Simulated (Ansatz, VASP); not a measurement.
## InP: VASP beside Ansatz

```
In P
1.0
     0.00000    2.70832    2.70832
     2.70832    0.00000    2.70832
     2.70832    2.70832    0.00000
In P
1 1
Cartesian
  0.0000 0.0000 0.0000
  2.7083 2.7083 2.7083
```

Alike in both runs: functional LDA; k mesh 14 × 14 × 14; occupations fermi-dirac, width 0.05 eV; no spin polarisation.

Ansatz relaxed the structure, and its values are those at the end. VASP's run is a single point on that final structure, the one shown.

|  | VASP | Ansatz |
| --- | --- | --- |
| version | VASP 6.6.1 | Ansatz 0.2.0 |
| potentials or method | VASP PAW LDA potentials, release 64 (In_d, P) | PAW with Ansatz's default frozen-core files, scalar-relativistic |
| plane-wave cutoff (eV) | 520 | 420 |
| valence electrons in the cell | 18 | 18 |

|  | VASP | Ansatz | Ansatz less VASP |
| --- | --- | --- | --- |
| pressure (GPa) | 0.1 | 0.0 | -0.07 |

LDA's correlation is that of Perdew and Zunger in VASP and of Perdew and Wang (1992) in Ansatz.
